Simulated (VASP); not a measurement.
Input of a VASP 6.6.1 run:

Contents of INCAR:

```
SYSTEM = Ta
PREC = Accurate
ENCUT = 520
EDIFF = 1E-6
ISMEAR = 1
SIGMA = 0.2
LREAL = .False.
LASPH = .True.
NELM = 60
ALGO = Normal
ISIF = 2
LWAVE = .False.
LCHARG = .False.
GGA = RP
IVDW = 12
NBANDS = 18
```

KPOINTS

```
regular mesh
0
Gamma
  11 11 5
  0 0 0
```

POSCAR

```
Ta
1.0
    2.9195803945      0.0000000000      0.0000000000
   -1.4597901972      2.5284307900      0.0000000000
    0.0000000000      0.0000000000      5.2004887322
Ta
2
Direct
    0.3333333333      0.6666666667      0.2500000000
    0.6666666667      0.3333333333      0.7500000000
```

Potentials or basis: VASP PAW PBE potentials, release 64 (Ta_pv).

Run with:

```bash
$ cat potpaw_PBE.64/Ta_pv/POTCAR > POTCAR
$ mpirun -np 1 vasp_std > vasp.out
```

(1) Estimate the dispersion energy per atom.

(2) Estimate the pressure.

(3) Estimate the band gap on the k mesh.

Answers

(1) -4.494 eV.

(2) -41.0 GPa.

(3) zero (band 11 reaches 6.35 eV, above the bottom of band 12 at 4.95 eV).

Caveat: the PAW data sets were made with another functional, which shifts forces and pressure a little; spin-orbit coupling is left out, which moves the levels of the heavy elements; pairwise dispersion overbinds metals, which lowers pressure and volume.
